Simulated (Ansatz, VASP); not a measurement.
Two plane-wave programs on Mn

The input INCAR:

```
PREC = Accurate
ENCUT = 520
EDIFF = 1E-6
ISMEAR = -1
SIGMA = 0.1
LREAL = F
LASPH = T
NELM = 100
ALGO = Normal
ISIF = 2
LWAVE = F
LCHARG = F
NBANDS = 20
```

File KPOINTS:

```
Automatic mesh
0
Gamma
  17 17 9
```

The input POSCAR:

```
Mn
1.0
   -1.3616424012      1.6569355124      1.2144920607
    1.6569355124     -1.3616424012      1.2144920607
    2.7690629918      2.7690629918     -0.6736621868
Mn
2
Direct
    0.0416635149      0.9583364851      0.0000000000
    0.7083364851      0.2916635149      0.5000000000
```

Input for Ansatz:

```yaml
crystal:
  lattice:
    - [-1.3616424012, 1.6569355124, 1.2144920607]
    - [1.6569355124, -1.3616424012, 1.2144920607]
    - [2.7690629918, 2.7690629918, -0.6736621868]
  atoms:
    - { symbol: Mn, position: [0.0416635149, 0.9583364851, 0.0] }
    - { symbol: Mn, position: [0.7083364851, 0.2916635149, 0.5] }
hamiltonian:
  xc: lda
  pseudopotentials:
    kind: paw
    azcp:
      Mn: "pseudopotentials/Mn.paw.azcp"
basis:
  ecutwfc: 420
  fft_grid_basis: typed
kpoints:
  mp_grid: { grid: [17, 17, 9], shift: [0, 0, 0] }
magnetization:
  spin_polarized: false
scf:
  occupations: { method: fermi_dirac, width: 0.1 }
  lower_state_search: "off"
output:
  stress: true
```

Alike in both runs: task single point; functional LDA; k mesh 17 × 17 × 9; occupations fermi-dirac, width 0.1 eV; no spin polarisation.

```csv
,VASP,Ansatz
version,VASP 6.6.1,Ansatz 0.2.0
potentials or method,"VASP PAW LDA potentials, release 64 (Mn_pv), cutoff 520 eV","plane waves (420 eV) with PAW, scalar-relativistic"
valence electrons in the cell,26,30
```

Ansatz gave:

- pressure (GPa): -11.8
- traceless stress, the component that is largest in VASP (GPa): -0.02

Task: Which values does VASP return?

Result: Pressure (GPa): -11.5; traceless stress, the component that is largest in VASP (GPa): -0.09.

Ansatz warns that its potentials were made for another functional, while VASP's fit it. LDA's correlation is that of Perdew and Zunger in VASP and of Perdew and Wang (1992) in Ansatz. VASP's potentials hold 26 valence electrons a cell and Ansatz's 30, so a difference there can come from the potentials and not from the codes. Ansatz's warnings: near symmetry operations not taken.
